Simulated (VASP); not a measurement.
# Si (P6/mmm) in VASP: a series of runs

Runs on Si. Level: r2SCAN. Tasks: single point.

Everything below comes from runs of VASP 6.6.1. Logs are shortened: lines on timing, memory, paths and dates and some standing lists are left out, and cuts for length are marked.

## Step 1: The cell of the first run

The structure is hexagonal, space group P6/mmm (No. 191). The conventional cell has a = 2.621 Å, b = 2.621 Å, c = 2.343 Å, α = 90.00°, β = 90.00°, γ = 120.00°. Si (site symmetry 6/mmm) has 8 Si at 2.34 to 2.62 Å within 3.1 Å.

This isn't the form of Si at room conditions, which is diamond.

## Step 2: Single point, r2SCAN (strain +0.000 along x and y, -0.050 along z)

Contents of POSCAR:

```
Si
1.0
    2.6205428149      0.0000000000      0.0000000000
   -1.3102714075      2.2694566494      0.0000000000
    0.0000000000      0.0000000000      2.3430366705
Si
1
Direct
    0.0000000000      0.0000000000      0.0000000000
```

Contents of INCAR.step1:

```
  PREC = Accurate
  ENCUT = 520
  ISMEAR = 0
  SIGMA = 0.15
  LREAL = False
  LASPH = True
  NELM = 60
  NBANDS = 8
  GGA = PE
  ALGO = Normal
  EDIFF = 1E-4
  LWAVE = True
  LCHARG = False
```

Contents of INCAR.step2:

```
  PREC = Accurate
  ENCUT = 520
  EDIFF = 1E-6
  ISMEAR = 0
  SIGMA = 0.15
  LREAL = False
  LASPH = True
  NELM = 60
  ALGO = Normal
  ISIF = 2
  LWAVE = False
  LCHARG = True
  METAGGA = R2SCAN
  LMIXTAU = True
  LELF = True
  LVHAR = True
  NBANDS = 8
  ISTART = 1
```

Contents of KPOINTS:

```
Automatic mesh
0
Gamma
  21 21 20
```

Potentials or basis: VASP PAW PBE potentials, release 64 (Si).

Started as:

```bash
cat potpaw_PBE.64/Si/POTCAR > POTCAR
cp INCAR.step1 INCAR
mpirun -np 1 vasp_std > vasp.out
cp INCAR.step2 INCAR
mpirun -np 1 vasp_std > vasp.out
```

OUTCAR:

```text
PREC = Accurate
   ENCUT = 520
   EDIFF = 1E-6
   ISMEAR = 0
   LREAL = False
   LASPH = True
   NELM = 60
   ISIF = 2
   METAGGA = R2SCAN
   ISTART = 1

 ion  position               nearest neighbor table
   1  0.000  0.000  0.000-

  LATTYP: Found a hexagonal cell.
 ALAT       =     2.6205428149
 C/A-ratio  =     0.8941035640

  Lattice vectors:

 A1 = (   2.6205428149,   0.0000000000,   0.0000000000)
 A2 = (  -1.3102714075,   2.2694566494,   0.0000000000)
 A3 = (   0.0000000000,   0.0000000000,   2.3430366705)

Analysis of symmetry for initial positions (statically):
=====================================================================
 Subroutine PRICEL returns:
 Original cell was already a primitive cell.

 Routine SETGRP: Setting up the symmetry group for a
 hexagonal supercell.

 Subroutine GETGRP returns: Found 24 space group operations
 (whereof 24 operations were pure point group operations)
 out of a pool of 24 trial point group operations.

The static configuration has the point symmetry D_6h.

Analysis of symmetry for dynamics (positions and initial velocities):
=====================================================================
 Subroutine PRICEL returns:
 Original cell was already a primitive cell.

 Routine SETGRP: Setting up the symmetry group for a
 hexagonal supercell.

 Subroutine GETGRP returns: Found 24 space group operations
 (whereof 24 operations were pure point group operations)
 out of a pool of 24 trial point group operations.

The dynamic configuration has the point symmetry D_6h.

 Subroutine INISYM returns: Found 24 space group operations
 (whereof 24 operations are pure point group operations),
 and found     1 'primitive' translations

----------------------------------------------------------------------------------------

                                     Primitive cell

  volume of cell :      13.9345

  direct lattice vectors                    reciprocal lattice vectors
     2.620542815  0.000000000  0.000000000     0.381600329  0.220317053  0.000000000
    -1.310271407  2.269456649  0.000000000     0.000000000  0.440634105  0.000000000
     0.000000000  0.000000000  2.343036671     0.000000000  0.000000000  0.426796564

  length of vectors
     2.620542815  2.620542815  2.343036671     0.440634105  0.440634105  0.426796564

  position of ions in fractional coordinates (direct lattice)
     0.000000000  0.000000000  0.000000000

  ion indices of the primitive-cell ions
   primitive index   ion index
                 1           1

----------------------------------------------------------------------------------------

 KPOINTS: Automatic mesh

Automatic generation of k-mesh.
 Grid dimensions read from file:
 generate k-points for:   21   21   20

 Generating k-lattice:

  Cartesian coordinates                     Fractional coordinates (reciprocal lattice)
     0.018171444  0.010491288  0.000000000     0.047619048  0.000000000  0.000000000
     0.000000000  0.020982576  0.000000000     0.000000000  0.047619048  0.000000000
     0.000000000  0.000000000  0.021339828     0.000000000  0.000000000  0.050000000

  Length of vectors
     0.020982576  0.020982576  0.021339828

  Shift w.r.t. Gamma in fractional coordinates (k-lattice)
     0.000000000  0.000000000  0.000000000

 Subroutine IBZKPT returns following result:
 ===========================================

 Found    528 irreducible k-points:

 Following reciprocal coordinates:
            Coordinates               Weight
  0.000000  0.000000  0.000000      1.000000
  0.047619  0.000000  0.000000      6.000000
  0.095238  0.000000  0.000000      6.000000
  0.142857  0.000000  0.000000      6.000000
  0.190476  0.000000  0.000000      6.000000
  0.238095  0.000000  0.000000      6.000000
[... 16 lines left out ...]
  0.142857  0.095238  0.000000     12.000000
  0.190476  0.095238  0.000000     12.000000
 [... further k-points ...]
   k-points           NKPTS =    528   k-points in BZ     NKDIM =    528   number of bands    NBANDS=      8
   number of dos      NEDOS =    301   number of ions     NIONS =      1
   total plane-waves  NPLWV =   7200
   dimension x,y,z NGX =    20 NGY =   20 NGZ =   18
   dimension x,y,z NGXF=    40 NGYF=   40 NGZF=   36
   ions per type =               1
   NGX,Y,Z   is equivalent  to a cutoff of  12.69, 12.69, 12.77 a.u.
   NGXF,Y,Z  is equivalent  to a cutoff of  25.38, 25.38, 25.54 a.u.
 SYSTEM =  unknown system
   PREC   = accura    normal or accurate (medium, high low for compatibility)
   ISTART =      1    job   : 0-new  1-cont  2-samecut
   ICHARG =      0    charge: 1-file 2-atom 10-const
   ISPIN  =      1    spin polarized calculation?
   LNONCOLLINEAR =      F non collinear calculations
   LSORBIT =      F    spin-orbit coupling
   LASPH  =      T    aspherical Exc in radial PAW
   ENCUT  =  520.0 eV  38.22 Ry    6.18 a.u.   4.87  4.87  4.36*2*pi/ulx,y,z
   NELM   =     60;   NELMIN=  2; NELMDL=  0     # of ELM steps
   EDIFF  = 0.1E-05   stopping-criterion for ELM
   LREAL  =      F    real-space projection
   EDIFFG = 0.1E-04   stopping-criterion for IOM
   NSW    =      0    number of steps for IOM
   IBRION =     -1    ionic relax: 0-MD 1-quasi-New 2-CG
   NFREE  =      0    steps in history (QN), initial steepest desc. (CG)
   ISIF   =      2    stress and relaxation
   ISYM   =      2    0-nonsym 1-usesym 2-fastsym
   POTIM  = 0.5000    time-step for ionic-motion
   TEBEG  =    0.0;   TEEND  =   0.0 temperature during run
   PSTRESS=    0.0 pullay stress
   NELECT =       4.0000    total number of electrons
   NUPDOWN=      -1.0000    fix difference up-down
   EMIN   =  10.00;   EMAX   =-10.00  energy-range for DOS
   EFERMI =   0.00;   METHOD = LEGACY
   ISMEAR =     0;   SIGMA  =   0.15  broadening in eV -4-tet -1-fermi 0-gaus
   EFERMI_NEDOS =   21; number of points for ismear=-14 and -15
   IALGO  =     38    algorithm
   IMIX   =      4    mixing-type and parameters
     AMIX     =   0.40;   BMIX     =  1.00
     AMIX_MAG =   1.60;   BMIX_MAG =  1.00
  volume/ion in A,a.u.               =      13.93        94.03
  Fermi-wavevector in a.u.,A,eV,Ry     =   1.079935  2.040780 15.867911  1.166259
  Thomas-Fermi vector in A             =   2.215912
   LORBIT       =      0    0 simple, 1 ext, 2 COOP (PROOUT), +10 PAW based schemes
   METAGGA = R2SCAN    functional components
   LHFCALC =     F    Hartree Fock is set to
   AEXX    =    0.0000 exact exchange contribution
   IVDW    =     0    specifies the selected vdW correction
   LEPSILON=     F    determine dielectric tensor
   LRPA    =     F    only Hartree local field effects (RPA)
 non-spin polarized calculation
 Gauss-broadening in eV      SIGMA  =   0.15
  energy-cutoff  :      520.00
  volume of cell :       13.93
 maximum number of plane-waves:       389
 NGX is ok and might be reduce to    20
   NGX =  9   NGY =  9   NGZ =  9

 number of electron       4.0000000 magnetization

 Free energy of the ion-electron system (eV)
  ---------------------------------------------------
  ext. energy  EPLUGINS =         0.00000000
  ---------------------------------------------------
  free energy    TOTEN  =        -8.28057303 eV

  energy without entropy =       -8.27713231  energy(sigma->0) =       -8.27885267

 E-fermi :  10.4434     XC(G=0): -11.9028

 val. band max:       10.4322562213   @ k =   0.3810   0.2381   0.4500
 cond. band min:      10.4467667245   @ k =   0.4286   0.0000   0.4500
 fundamental gap:      0.0145105032
 Fermi energy:        10.4433551719

 k-point     1 :       0.0000    0.0000    0.0000
  band No.  band energies     occupation
      1      -5.0087      2.00000
      2      18.7310      0.00000
      3      20.9728      0.00000
      4      20.9728      0.00000
      5      21.0454      0.00000
      6      23.0307      0.00000
      7      23.0307      0.00000
      8      28.7754      0.00000

 k-point     2 :       0.0476    0.0000    0.0000
  band No.  band energies     occupation
      1      -4.9414      2.00000
      2      18.2572      0.00000
      3      20.4484      0.00000
      4      20.6894      0.00000
      5      21.1016      0.00000
      6      23.1146      0.00000
      7      23.6722      0.00000
      8      29.5219      0.00000

 k-point     3 :       0.0952    0.0000    0.0000
  band No.  band energies     occupation
      1      -4.7397      2.00000
      2      16.9725      0.00000
      3      19.5502      0.00000
      4      20.1083      0.00000
      5      21.2699      0.00000
      6      23.4111      0.00000
      7      24.9210      0.00000
      8      31.2883      0.00000

 k-point     4 :       0.1429    0.0000    0.0000
  band No.  band energies     occupation
      1      -4.4039      2.00000
      2      15.2368      0.00000
      3      18.6694      0.00000
      4      19.4972      0.00000
      5      21.5500      0.00000
      6      23.8797      0.00000
      7      26.3838      0.00000
      8      33.2137      0.00000

 k-point     5 :       0.1905    0.0000    0.0000
  band No.  band energies     occupation
      1      -3.9349      2.00000
      2      13.3427      0.00000
      3      17.8756      0.00000
      4      18.9121      0.00000
      5      21.9412      0.00000
      6      24.4701      0.00000
      7      27.9861      0.00000
      8      34.4612      0.00000

 k-point     6 :       0.2381    0.0000    0.0000
  band No.  band energies     occupation
      1      -3.3339      2.00000
      2      11.4316      0.00000
      3      17.1870      0.00000
      4      18.3725      0.00000
      5      22.4421      0.00000
      6      25.1653      0.00000
      7      29.7020      0.00000
      8      34.8493      0.00000

 k-point     7 :       0.2857    0.0000    0.0000
  band No.  band energies     occupation
      1      -2.6025      2.00000
      2       9.5674      2.00000
      3      16.6096      0.00000
      4      17.8962      0.00000
      5      23.0503      0.00000
      6      25.9597      0.00000
      7      31.5102      0.00000
      8      33.3954      0.00000
[... 133 lines left out ...]
 k-point    20 :       0.4286    0.0476    0.0000
  band No.  band energies     occupation
      1       0.9689      2.00000
      2       3.8434      2.00000
      3      14.2390      0.00000
      4      18.2192      0.00000
      5      25.8754      0.00000
      6      28.8795      0.00000
      7      29.2018      0.00000
      8      33.3454      0.00000

 k-point    21 :       0.4762    0.0476    0.0000
  band No.  band energies     occupation
      1       1.8863      2.00000
      2       2.8075      2.00000
      3      14.1798      0.00000
      4      18.1683      0.00000
      5      26.3661      0.00000
      6      28.2932      0.00000
      7      29.6430      0.00000
      8      32.8605      0.00000

 k-point    22 :       0.0952    0.0952    0.0000
  band No.  band energies     occupation
      1      -4.2027      2.00000
      2      14.9163      0.00000
      3      16.4319      0.00000
      4      21.1772      0.00000
      5      21.7178      0.00000
      6      23.7241      0.00000
      7      26.6832      0.00000
      8      34.6903      0.00000

 k-point    23 :       0.1429    0.0952    0.0000
  band No.  band energies     occupation
      1      -3.7343      2.00000
      2      13.3701      0.00000
      3      15.1993      0.00000
      4      21.2995      0.00000
      5      22.1084      0.00000
      6      24.2340      0.00000
      7      27.7961      0.00000
      8      35.5921      0.00000

 k-point    24 :       0.1905    0.0952    0.0000
  band No.  band energies     occupation
      1      -3.1340      2.00000
      2      11.5646      0.00000
      3      14.3564      0.00000
      4      21.1183      0.00000
      5      22.6085      0.00000
      6      24.9951      0.00000
      7      29.1236      0.00000
      8      34.7945      0.00000

 [... further k-points ...]

------------------------ aborting loop because EDIFF is reached ----------------------------------------

  FORCE on cell =-STRESS in cart. coord.  units (eV):
  Direction    XX          YY          ZZ          XY          YZ          ZX
  --------------------------------------------------------------------------------------
  -------------------------------------------------------------------------------------
  Total        0.4238578      0.4238578      1.8915896     -0.0000000     -0.0000000      0.0000000
  in kB       48.7347250     48.7347250    217.4929868     -0.0000000     -0.0000000      0.0000000
  external PRESSURE =     104.9874789 kB  Pullay stress =       0.0000000 kB

 VOLUME and BASIS-vectors are now :
 -----------------------------------------------------------------------------
  energy-cutoff  :      520.00
  volume of cell :       13.93
      direct lattice vectors                 reciprocal lattice vectors
     2.620542815  0.000000000  0.000000000     0.381600329  0.220317053  0.000000000
    -1.310271407  2.269456649  0.000000000     0.000000000  0.440634105  0.000000000
     0.000000000  0.000000000  2.343036671     0.000000000  0.000000000  0.426796564

 POSITION                                       TOTAL-FORCE (eV/Angst)
 -----------------------------------------------------------------------------------
      0.00000      0.00000      0.00000        -0.000000      0.000000      0.000000
 -----------------------------------------------------------------------------------
    total drift:                               -0.000000     -0.000000      0.000000

  FREE ENERGIE OF THE ION-ELECTRON SYSTEM (eV)
  ---------------------------------------------------
  free  energy   TOTEN  =        -8.2805730260 eV

  energy  without entropy=       -8.2771323109  energy(sigma->0) =       -8.27885267
```

Wall time 82 s (1 thread of Intel Xeon 6975P-C (Granite Rapids), shared host); peak memory 0.16 GiB.

What came out:

* Free energy: -8.2806 eV
* Pressure: 10.5 GPa
* Band gap on the k mesh: zero (bands 2 and 3 overlap by 13.60 eV)

Caveat: the cell differs from its parent crystal (strain +0.000 along x and y, -0.050 along z); the cell stands under pressure; the PAW data sets were made with another functional, which shifts forces and pressure a little.

## Step 3: Single point, r2SCAN (strain +0.050 along x and y, -0.050 along z)

Contents of POSCAR:

```
Si
1.0
    2.7515699556      0.0000000000      0.0000000000
   -1.3757849778      2.3829294819      0.0000000000
    0.0000000000      0.0000000000      2.3430366705
Si
1
Direct
    0.0000000000      0.0000000000      0.0000000000
```

Contents of INCAR.step1:

```
SYSTEM = Si
  PREC = Accurate
  ENCUT = 520
  ISMEAR = 0
  SIGMA = 0.15
  LREAL = .False.
  LASPH = .True.
  NELM = 80
  NBANDS = 8
  GGA = PE
  ALGO = Normal
  EDIFF = 1E-4
  LWAVE = .True.
  LCHARG = .False.
```

Contents of INCAR.step2:

```
SYSTEM = Si
  PREC = Accurate
  ENCUT = 520
  EDIFF = 1E-6
  ISMEAR = 0
  SIGMA = 0.15
  LREAL = .False.
  LASPH = .True.
  NELM = 80
  ALGO = Normal
  ISIF = 2
  LWAVE = .False.
  LCHARG = .True.
  METAGGA = R2SCAN
  LMIXTAU = .True.
  LELF = .True.
  LVHAR = .True.
  NBANDS = 8
  ISTART = 1
```

Contents of KPOINTS:

```
Automatic mesh
0
Gamma
  21 21 20
  0 0 0
```

Potentials or basis: VASP PAW PBE potentials, release 64 (Si).

Started as:

```bash
cat potpaw_PBE.64/Si/POTCAR > POTCAR
cp INCAR.step1 INCAR
mpirun -np 1 vasp_std > vasp.out
cp INCAR.step2 INCAR
mpirun -np 1 vasp_std > vasp.out
```

Wall time 75 s (1 thread of Intel Xeon 6975P-C (Granite Rapids), shared host); peak memory 0.16 GiB.

Results (log left out):

| Item | Value |
| --- | --- |
| Free energy | -8.2628 eV |
| Pressure | 0.0 GPa |
| Band gap on the k mesh | zero (bands 2 and 3 overlap by 13.24 eV) |

Stress tensor (GPa, compression positive):
```
-8.03  0.00  0.00
 0.00 -8.03  0.00
 0.00  0.00 16.02
```

Levels at points of the mesh, in eV from the Fermi level:
```
           k point  band 1  band 2  band 3  band 4  band 5  band 6  band 7
(0.00, 0.00, 0.00)  -14.51    8.36    8.59    8.59   11.51   11.74   11.74
(0.00, 0.00, 0.50)   -8.21   -7.16   13.53   13.53   15.26   15.26   15.60
```

Caveat: the cell differs from its parent crystal (strain +0.050 along x and y, -0.050 along z); the PAW data sets were made with another functional, which shifts forces and pressure a little.

## Step 4: Single point, r2SCAN (strain +0.000 along x and y, +0.050 along z)

Contents of POSCAR:

```
Si
1.0
    2.6205428149      0.0000000000      0.0000000000
   -1.3102714075      2.2694566494      0.0000000000
    0.0000000000      0.0000000000      2.5896721095
Si
1
Direct
    0.0000000000      0.0000000000      0.0000000000
```

Contents of INCAR.step1:

```
SYSTEM = Si
PREC     = Accurate       ! precision mode
ENCUT    = 520            ! plane-wave cutoff, eV
ISMEAR   = 0              ! smearing method
SIGMA    = 0.15           ! smearing width, eV
LREAL    = .FALSE.        ! projectors in reciprocal space
LASPH    = .TRUE.         ! aspherical terms in the spheres
NELM     = 60             ! most SCF steps
NBANDS   = 8              ! bands
GGA      = PE             ! functional
ALGO     = Normal         ! electronic algorithm
EDIFF    = 1E-4           ! SCF threshold, eV
LWAVE    = .TRUE.         ! write WAVECAR
LCHARG   = .FALSE.        ! write CHGCAR
```

Contents of INCAR.step2:

```
SYSTEM = Si
PREC     = Accurate       ! precision mode
ENCUT    = 520            ! plane-wave cutoff, eV
EDIFF    = 1E-7           ! SCF threshold, eV
ISMEAR   = 0              ! smearing method
SIGMA    = 0.15           ! smearing width, eV
LREAL    = .FALSE.        ! projectors in reciprocal space
LASPH    = .TRUE.         ! aspherical terms in the spheres
NELM     = 60             ! most SCF steps
ALGO     = Normal         ! electronic algorithm
ISIF     = 2              ! what is computed and relaxed
LWAVE    = .FALSE.        ! write WAVECAR
LCHARG   = .FALSE.        ! write CHGCAR
METAGGA  = R2SCAN         ! meta-GGA
LMIXTAU  = .TRUE.       
NBANDS   = 8              ! bands
ISTART   = 1
```

Contents of KPOINTS:

```
Automatic mesh
0
G
  21 21 20
  0 0 0
```

Started as:

```bash
cat potpaw_PBE.64/Si/POTCAR > POTCAR
cp INCAR.step1 INCAR
mpirun -np 1 vasp_std > vasp.out
cp INCAR.step2 INCAR
mpirun -np 1 vasp_std > vasp.out
```

It took 96 s on 1 thread of Intel Xeon 6975P-C (Granite Rapids), shared host; peak memory 0.16 GiB.

It converged, with:

- Free energy: -8.3012 eV
- Pressure: -3.3 GPa
- Band gap on the k mesh: zero (bands 2 and 3 overlap by 11.27 eV)

Stress tensor (GPa, compression positive):
```
  0.39   0.00   0.00
  0.00   0.39   0.00
  0.00   0.00 -10.81
```

Levels at points of the mesh, in eV from the Fermi level:
| k point | band 1 | band 2 | band 3 | band 4 | band 5 |
| --- | --- | --- | --- | --- | --- |
| (0.00, 0.00, 0.00) | -14.51 | 6.59 | 7.30 | 11.49 | 11.49 |
| (0.00, 0.00, 0.50) | -10.22 | -7.28 | 14.68 | 14.68 | 15.64 |

Caveat: the cell differs from its parent crystal (strain +0.000 along x and y, +0.050 along z); the cell stands under tension; the PAW data sets were made with another functional, which shifts forces and pressure a little.

[end of part 1 of 2]
